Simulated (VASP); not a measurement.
# C (P6_3/mmc) in VASP: a series of runs

C is run at these levels: r2SCAN; tasks: single point.

Everything below comes from runs of VASP 6.6.1. Logs are shortened: lines on timing, memory, paths and dates and some standing lists are left out, and cuts for length are marked.

### Step 1. The cell of the first run

The structure is hexagonal, space group P6_3/mmc (No. 194). The conventional cell has a = 2.646 Å, b = 2.646 Å, c = 6.075 Å, α = 90.00°, β = 90.00°, γ = 120.00°. C (site symmetry -6m2) has 3 C at 1.53 Å within 2.0 Å. Within 2.0 Å of C (site symmetry -6m2) lie 3 C at 1.53 Å.

### Step 2. Single point, r2SCAN

The input, POSCAR:

```
C
1.0
    2.6455280867      0.0000000000      0.0000000000
   -1.3227640433      2.2910945295      0.0000000000
    0.0000000000      0.0000000000      6.0753210473
C
4
Direct
    0.0000000000      0.0000000000      0.0025000000
    0.0000000000      0.0000000000      0.5025000000
    0.3333333333      0.6666666667      0.0025000000
    0.6666666667      0.3333333333      0.5025000000
```

The input, INCAR.step1:

```
SYSTEM = C
PREC = Accurate
ENCUT = 520
ISMEAR = 0
SIGMA = 0.15
LREAL = .False.
LASPH = .True.
NELM = 80
NBANDS = 16
GGA = PE
ALGO = Normal
EDIFF = 1E-4
LWAVE = .True.
LCHARG = .False.
```

The input, INCAR.step2:

```
SYSTEM = C
PREC = Accurate
ENCUT = 520
EDIFF = 1E-6
ISMEAR = 0
SIGMA = 0.15
LREAL = .False.
LASPH = .True.
NELM = 80
ALGO = Normal
ISIF = 2
LWAVE = .False.
LCHARG = .False.
METAGGA = R2SCAN
LMIXTAU = .True.
NBANDS = 16
ISTART = 1
```

The input, KPOINTS:

```
regular mesh
0
Gamma
  24 24 8
  0 0 0
```

Potentials or basis: VASP PAW PBE potentials, release 64 (C).

Launch:

```console
> cat potpaw_PBE.64/C/POTCAR > POTCAR
> cp INCAR.step1 INCAR
> mpirun -np 1 vasp_std > vasp.out
> cp INCAR.step2 INCAR
> mpirun -np 1 vasp_std > vasp.out
```

OUTCAR:

```text
SYSTEM = C
   PREC = Accurate
   ENCUT = 520
   EDIFF = 1E-6
   ISMEAR = 0
   LREAL = .False.
   LASPH = .True.
   NELM = 80
   ISIF = 2
   METAGGA = R2SCAN
   ISTART = 1

 ion  position               nearest neighbor table
   1  0.000  0.000  0.002-   3 1.53   3 1.53   3 1.53
   2  0.000  0.000  0.502-   4 1.53   4 1.53   4 1.53
   3  0.333  0.667  0.002-   1 1.53   1 1.53   1 1.53
   4  0.667  0.333  0.502-   2 1.53   2 1.53   2 1.53

  LATTYP: Found a hexagonal cell.
 ALAT       =     2.6455280867
 C/A-ratio  =     2.2964492714

  Lattice vectors:

 A1 = (   2.6455280867,   0.0000000000,   0.0000000000)
 A2 = (  -1.3227640433,   2.2910945295,   0.0000000000)
 A3 = (   0.0000000000,   0.0000000000,   6.0753210473)

Analysis of symmetry for initial positions (statically):
=====================================================================
 Subroutine PRICEL returns:
 Original cell was already a primitive cell.

 Routine SETGRP: Setting up the symmetry group for a
 hexagonal supercell.

 Subroutine GETGRP returns: Found 24 space group operations
 (whereof  6 operations were pure point group operations)
 out of a pool of 24 trial point group operations.

The static configuration has the point symmetry C_3v.
 The point group associated with its full space group is D_6h.

Analysis of symmetry for dynamics (positions and initial velocities):
=====================================================================
 Subroutine PRICEL returns:
 Original cell was already a primitive cell.

 Routine SETGRP: Setting up the symmetry group for a
 hexagonal supercell.

 Subroutine GETGRP returns: Found 24 space group operations
 (whereof  6 operations were pure point group operations)
 out of a pool of 24 trial point group operations.

The dynamic configuration has the point symmetry C_3v.
 The point group associated with its full space group is D_6h.

 Subroutine INISYM returns: Found 24 space group operations
 (whereof  6 operations are pure point group operations),
 and found     1 'primitive' translations

----------------------------------------------------------------------------------------

                                     Primitive cell

  volume of cell :      36.8235

  direct lattice vectors                    reciprocal lattice vectors
[... 85 lines left out ...]
   ISPIN  =      1    spin polarized calculation?
   LNONCOLLINEAR =      F non collinear calculations
   LSORBIT =      F    spin-orbit coupling
   LASPH  =      T    aspherical Exc in radial PAW
   ENCUT  =  520.0 eV  38.22 Ry    6.18 a.u.   4.92  4.92 11.30*2*pi/ulx,y,z
   NELM   =     80;   NELMIN=  2; NELMDL=  0     # of ELM steps
   EDIFF  = 0.1E-05   stopping-criterion for ELM
   LREAL  =      F    real-space projection
   EDIFFG = 0.1E-04   stopping-criterion for IOM
   NSW    =      0    number of steps for IOM
   IBRION =     -1    ionic relax: 0-MD 1-quasi-New 2-CG
   NFREE  =      0    steps in history (QN), initial steepest desc. (CG)
   ISIF   =      2    stress and relaxation
   ISYM   =      2    0-nonsym 1-usesym 2-fastsym
   POTIM  = 0.5000    time-step for ionic-motion
   TEBEG  =    0.0;   TEEND  =   0.0 temperature during run
   PSTRESS=    0.0 pullay stress
   NELECT =      16.0000    total number of electrons
   NUPDOWN=      -1.0000    fix difference up-down
   EMIN   =  10.00;   EMAX   =-10.00  energy-range for DOS
   EFERMI =   0.00;   METHOD = LEGACY
   ISMEAR =     0;   SIGMA  =   0.15  broadening in eV -4-tet -1-fermi 0-gaus
   EFERMI_NEDOS =   21; number of points for ismear=-14 and -15
   IALGO  =     38    algorithm
   IMIX   =      4    mixing-type and parameters
     AMIX     =   0.40;   BMIX     =  1.00
     AMIX_MAG =   1.60;   BMIX_MAG =  1.00
  volume/ion in A,a.u.               =       9.21        62.12
  Fermi-wavevector in a.u.,A,eV,Ry     =   1.239957  2.343179 20.918867  1.537493
  Thomas-Fermi vector in A             =   2.374418
   LORBIT       =      0    0 simple, 1 ext, 2 COOP (PROOUT), +10 PAW based schemes
   METAGGA = R2SCAN    functional components
   LHFCALC =     F    Hartree Fock is set to
   AEXX    =    0.0000 exact exchange contribution
   IVDW    =     0    specifies the selected vdW correction
   LEPSILON=     F    determine dielectric tensor
   LRPA    =     F    only Hartree local field effects (RPA)
 non-spin polarized calculation
 Gauss-broadening in eV      SIGMA  =   0.15
  energy-cutoff  :      520.00
  volume of cell :       36.82
 maximum number of plane-waves:      1012
 NGX is ok and might be reduce to    20

 number of electron      16.0000001 magnetization

 Free energy of the ion-electron system (eV)
  ---------------------------------------------------
  ext. energy  EPLUGINS =         0.00000000
  ---------------------------------------------------
  free energy    TOTEN  =       -38.28296602 eV

  energy without entropy =      -38.28221437  energy(sigma->0) =      -38.28259020

 E-fermi :   4.2295     XC(G=0): -11.3002

 val. band max:        4.2181169366   @ k =   0.3333   0.3333   0.2500
 cond. band min:       4.2408431953   @ k =   0.3333   0.3333   0.5000
 fundamental gap:      0.0227262587
 Fermi energy:         4.2295016454

 k-point     1 :       0.0000    0.0000    0.0000
  band No.  band energies     occupation
      1     -15.0775      2.00000
      2     -14.4080      2.00000
      3      -3.8590      2.00000
      4      -0.4677      2.00000
      5       1.0526      2.00000
      6       1.0526      2.00000
[... 433 lines left out ...]
      3      -8.3964      2.00000
      4      -8.1309      2.00000
      5      -2.0692      2.00000
      6      -1.8709      2.00000
[... 8 lines left out ...]
     15      19.2716      0.00000
     16      19.8771      0.00000

 [... further k-points ...]
[... 5 lines left out ...]
  --------------------------------------------------------------------------------------
  -------------------------------------------------------------------------------------
  Total      -17.4078773    -17.4078773      1.8948203     -0.0000000     -0.0000000      0.0000000
  in kB     -757.4113039   -757.4113039     82.4430377     -0.0000000     -0.0000000      0.0000000
  external PRESSURE =    -477.4598567 kB  Pullay stress =       0.0000000 kB

 VOLUME and BASIS-vectors are now :
 -----------------------------------------------------------------------------
  energy-cutoff  :      520.00
  volume of cell :       36.82
      direct lattice vectors                 reciprocal lattice vectors
     2.645528087  0.000000000  0.000000000     0.377996365  0.218236303  0.000000000
    -1.322764043  2.291094530  0.000000000     0.000000000  0.436472606  0.000000000
     0.000000000  0.000000000  6.075321047     0.000000000  0.000000000  0.164600355

 POSITION                                       TOTAL-FORCE (eV/Angst)
 -----------------------------------------------------------------------------------
      0.00000      0.00000      0.01519         0.000000     -0.000000      0.000000
      0.00000      0.00000      3.05285        -0.000000      0.000000     -0.000000
     -0.00000      1.52740      0.01519         0.000000     -0.000000     -0.000000
      1.32276      0.76370      3.05285        -0.000000      0.000000     -0.000000
 -----------------------------------------------------------------------------------
    total drift:                                0.000000      0.000000     -0.000008

  FREE ENERGIE OF THE ION-ELECTRON SYSTEM (eV)
  ---------------------------------------------------
  free  energy   TOTEN  =       -38.2829660173 eV

  energy  without entropy=      -38.2822143736  energy(sigma->0) =      -38.28259020
```

It took 5.6 min on 1 thread of AMD EPYC 9R45 (Zen 5), shared host; peak memory 0.21 GiB.

Results:

- Free energy: -38.2830 eV
- Pressure: -47.7 GPa
- Band gap on the k mesh: zero (bands 8 and 9 overlap by 0.10 eV)

Caveat: the cell stands under tension; the PAW data sets were made with another functional, which shifts forces and pressure a little.

### Step 3. Single point, r2SCAN

This run uses another cell than the first one, of the same volume but with other edges.

The input, POSCAR:

```
C
1.0
    2.2502352392      0.0000000000      0.0000000000
   -1.1251176196      1.9487608816      0.0000000000
    0.0000000000      0.0000000000      8.3972704978
C
4
Direct
    0.0000000000      0.0000000000      0.0025000000
    0.0000000000      0.0000000000      0.5025000000
    0.3333333333      0.6666666667      0.0025000000
    0.6666666667      0.3333333333      0.5025000000
```

The input, INCAR.step1:

```
  PREC = Accurate
  ENCUT = 520
  ISMEAR = 0
  SIGMA = 0.15
  LREAL = F
  LASPH = T
  NELM = 100
  NBANDS = 16
  GGA = PE
  ALGO = Normal
  EDIFF = 1E-4
  LWAVE = T
  LCHARG = F
```

The input, INCAR.step2:

```
  PREC = Accurate
  ENCUT = 520
  EDIFF = 1E-7
  ISMEAR = 0
  SIGMA = 0.15
  LREAL = F
  LASPH = T
  NELM = 100
  ALGO = Normal
  ISIF = 2
  LWAVE = F
  LCHARG = T
  METAGGA = R2SCAN
  LMIXTAU = T
  LELF = T
  LVHAR = T
  NBANDS = 16
  ISTART = 1
```

The input, KPOINTS:

```
regular mesh
0
Gamma
  24 24 8
```

Potentials or basis: VASP PAW PBE potentials, release 64 (C).

Launch:

```console
> cat potpaw_PBE.64/C/POTCAR > POTCAR
> cp INCAR.step1 INCAR
> mpirun -np 1 vasp_std > vasp.out
> cp INCAR.step2 INCAR
> mpirun -np 1 vasp_std > vasp.out
```

Wall time 6.6 min (1 thread of AMD EPYC 9R45 (Zen 5), shared host); peak memory 0.22 GiB.

It converged, with:

- Free energy: -37.2120 eV
- Pressure: 87.1 GPa
- Band gap on the k mesh: zero (filled and empty bands touch)

Stress tensor (GPa, compression positive):
```
131.13   0.00   0.00
  0.00 131.13   0.00
  0.00   0.00  -1.10
```

Levels at points of the mesh, in eV from the Fermi level:
| k point | band 5 | band 6 | band 7 | band 8 | band 9 | band 10 | band 11 | band 12 |
| --- | --- | --- | --- | --- | --- | --- | --- | --- |
| (0.00, 0.00, 0.00) | -3.04 | -3.04 | -3.04 | -3.04 | 2.08 | 5.61 | 9.90 | 10.60 |
| (0.50, 0.00, 0.00) | -7.63 | -7.63 | -3.20 | -3.06 | 1.76 | 2.01 | 10.64 | 10.67 |
| (0.00, 0.00, 0.50) | -3.04 | -3.04 | -3.04 | -3.04 | 3.41 | 3.41 | 10.61 | 10.61 |
| (0.50, 0.00, 0.50) | -7.63 | -7.63 | -3.13 | -3.13 | 1.87 | 1.87 | 10.66 | 10.66 |

Caveat: the cell stands under pressure; the PAW data sets were made with another functional, which shifts forces and pressure a little.
